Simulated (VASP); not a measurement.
Here is a VASP 6.6.1 calculation.

The input INCAR:

```
SYSTEM = Ta3N
PREC = Accurate
ENCUT = 520
EDIFF = 1E-7
ISMEAR = 0
SIGMA = 0.15
LREAL = .FALSE.
LASPH = .TRUE.
NELM = 100
ALGO = Normal
ISIF = 2
LWAVE = .FALSE.
LCHARG = .FALSE.
GGA = PE
NBANDS = 27
```

File KPOINTS:

```
Automatic mesh
0
G
  24 24 8
  0 0 0
```

File POSCAR:

```
Ta3N
1.0
    3.2551082548      0.0000000000      0.0000000000
   -1.6275541274      2.8190064407      0.0000000000
    0.0000000000      0.0000000000      6.5129320655
Ta N
3 1
Direct
    0.0000000000      0.0000000000      0.5000000000
    0.3333333333      0.6666666667      0.1735950547
    0.6666666667      0.3333333333      0.8264049453
    0.0000000000      0.0000000000      0.0000000000
```

Potentials or basis: VASP PAW PBE potentials, release 64 (Ta_pv, N).

The run is started by

```sh
$ cat potpaw_PBE.64/Ta_pv/POTCAR potpaw_PBE.64/N/POTCAR > POTCAR
$ mpirun -np 1 vasp_std > vasp.out
```

Question: What does it give for the largest force?

Answer: 0.880 eV/Å.

Question: Predict the pressure.

Answer: 2.5 GPa.

Question: Predict the band gap on the k mesh.

Answer: Zero (bands 19 and 20 overlap by 1.04 eV).

Forces on the atoms (eV/Å):
```
Ta   0.000  0.000  0.000
Ta   0.000  0.000 -0.880
Ta   0.000  0.000  0.880
N    0.000  0.000  0.000
```

Caveat: the stress differs along the axes, from -5 to 19 GPa; spin-orbit coupling is left out, which moves the levels of the heavy elements.
